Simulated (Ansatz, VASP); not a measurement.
## One calculation of CuO, two programs

INCAR

```
PREC     = Accurate       # precision mode
ENCUT    = 600            # plane-wave cutoff, eV
EDIFF    = 1E-6           # SCF threshold, eV
ISMEAR   = 0              # smearing method
SIGMA    = 0.05           # smearing width, eV
LREAL    = F              # projectors in reciprocal space
LASPH    = T              # aspherical terms in the spheres
NELM     = 200            # most SCF steps
ALGO     = Normal         # electronic algorithm
ISIF     = 2              # what is computed and relaxed
LWAVE    = F              # write WAVECAR
LCHARG   = T              # write CHGCAR
ISPIN    = 2              # spin polarisation
MAGMOM   = -0.45 -0.66    # initial moments
LORBIT   = 11             # projections on sites
LMAXMIX  = 4              # l up to which the mixer works
LDAU     = T              # DFT+U
LDAUTYPE = 2            
LDAUL    = 2 -1           # shell
LDAUU    = 6 0            # U, eV
LDAUJ    = 0 0          
LDAUPRINT= 1            
GGA      = PE             # functional
LELF     = T              # ELF
LVHAR    = T            
NBANDS   = 20             # bands
GGA_COMPAT= F
```

The input KPOINTS:

```
Automatic mesh
0
Gamma
  8 8 7
```

POSCAR

```
CuO
1.0
    2.8363251100      0.0000000000      0.0000000000
   -1.4181625500      2.4563296000      0.0000000000
    0.0000000000      0.0000000000      2.7681127800
Cu O
1 1
Direct
    0.0000000000      0.0000000000      0.0000000000
    0.6666666667      0.3333333333      0.5000000000
```

Input for Ansatz:

```yaml
crystal:
  lattice:
    - [2.83632511, 0.0, 0.0]
    - [-1.41816255, 2.4563296, 0.0]
    - [0.0, 0.0, 2.76811278]
  atoms:
    - { symbol: Cu, position: [0.0, 0.0, 0.0], spin: 1.0 }
    - { symbol: O, position: [0.6666666667, 0.3333333333, 0.5] }
basis:
  ecutwfc: 420
  ecutrho_ratio: 4
kpoints:
  mp_grid: { grid: [8, 8, 7] }
hamiltonian:
  xc: pbe
  hubbard:
    sites:
      - { site: 0, l: d, u_eff: 6.0, starting_ns: [{ spin: up, occupation_matrix: s0up }, { spin: down, occupation_matrix: s0down }] }
    occupation_matrices:
      s0up:
        matrix:
          - [0.97, 0.0, 0.0, 0.0, 0.0]
          - [0.0, 0.97, 0.0, 0.0, 0.0]
          - [0.0, 0.0, 0.97, 0.0, 0.0]
          - [0.0, 0.0, 0.0, 0.97, 0.0]
          - [0.0, 0.0, 0.0, 0.0, 0.97]
      s0down:
        matrix:
          - [0.02, 0.0, 0.0, 0.0, 0.0]
          - [0.0, 0.97, 0.0, 0.0, 0.0]
          - [0.0, 0.0, 0.97, 0.0, 0.0]
          - [0.0, 0.0, 0.0, 0.97, 0.0]
          - [0.0, 0.0, 0.0, 0.0, 0.97]
    ns_hold: { iters: 12 }
scf:
  occupations: { method: gaussian, width: 0.05 }
  lower_state_search: "off"
  max_iter: 150
output:
  forces: true
  stress: true
  eigenvalues: true
  populations: true
  hubbard: { sites: [{ site: 0, l: d }] }
magnetization:
  spin_polarized: true
```

Alike in both runs: task single point; functional PBE; k mesh 8 × 8 × 7; occupations gaussian, width 0.05 eV; collinear spin; Hubbard terms Cu d U = 6.0 eV.

```csv
,VASP,Ansatz
version,VASP 6.6.1,Ansatz 0.2.0
potentials or method,"VASP PAW PBE potentials, release 64 (Cu, O), cutoff 600 eV","scalar-relativistic, plane waves, PAW"
valence electrons in the cell,17,25
```

```csv
,VASP,Ansatz,Ansatz less VASP
gap on the k mesh at the Fermi level (eV),none,none,-
pressure (GPa),-2.4,5.6,+8.00
"traceless stress, the component that is largest in VASP (GPa)",-7.03,-4.13,+2.904
net moment per atom (μB),0.50,0.50,0.000
size of the moment on the site where the two differ most (μB),0.50,0.60,+0.102
```

Site moments also hang on the region over which each program counts them. The programs project onto different local orbitals, so the same U acts differently, and such runs can settle in different states. A gap of «none» marks a metal or a gap that the smearing closes. VASP's potentials hold 17 valence electrons a cell and Ansatz's 25, so a difference there can come from the potentials and not from the codes. Ansatz's warnings: filled band counts differ across k points, specified occupation not kept.
